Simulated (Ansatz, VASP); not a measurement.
**One calculation of Ga2BAs3, two programs**

```
Ga B As
1.0
     5.52463    0.00000    0.00000
    -2.76232    4.78447    0.00000
     0.00000    0.00000    8.83718
Ga B As
4 2 6
Direct
  0.33333 0.66667 0.06250
  0.66667 0.33333 0.56250
  0.33333 0.66667 0.43750
  0.66667 0.33333 0.93750
  0.00000 0.00000 0.00000
  0.00000 0.00000 0.50000
  0.16667 0.33334 0.25000
  0.83333 0.16667 0.75000
  0.66666 0.83333 0.25000
  0.83333 0.66666 0.75000
  0.16667 0.83333 0.25000
  0.33334 0.16667 0.75000
```

Change from the starting cell: species swapped into the Sc2Co3Si type (P6_3/mmc, No. 194).

Alike in both runs: task single point; functional PBE; k mesh 6 × 6 × 2; occupations gaussian, width 0.1 eV; no spin polarisation.

|  | VASP | Ansatz |
| --- | --- | --- |
| version | VASP 6.6.1 | Ansatz 0.2.0 |
| potentials or method | VASP PAW PBE potentials, release 64 (Ga_d, B, As), cutoff 520 eV | scalar-relativistic, plane waves, PAW |
| valence electrons in the cell | 88 | 148 |

|  | VASP | Ansatz | Ansatz less VASP |
| --- | --- | --- | --- |
| gap on the k mesh at the Fermi level (eV) | none | none | - |
| pressure (GPa) | 16.5 | 16.2 | -0.31 |
| traceless stress, the component that is largest in VASP (GPa) | 6.51 | 6.47 | -0.041 |
| rms of the force components (eV/Å) | 2.483 | 2.449 | -0.0344 |

Atom by atom the forces differ by 0.034 eV/Å (rms over components). A gap of «none» marks a metal or a gap that the smearing closes. VASP's potentials hold 88 valence electrons a cell and Ansatz's 148, so a difference there can come from the potentials and not from the codes.
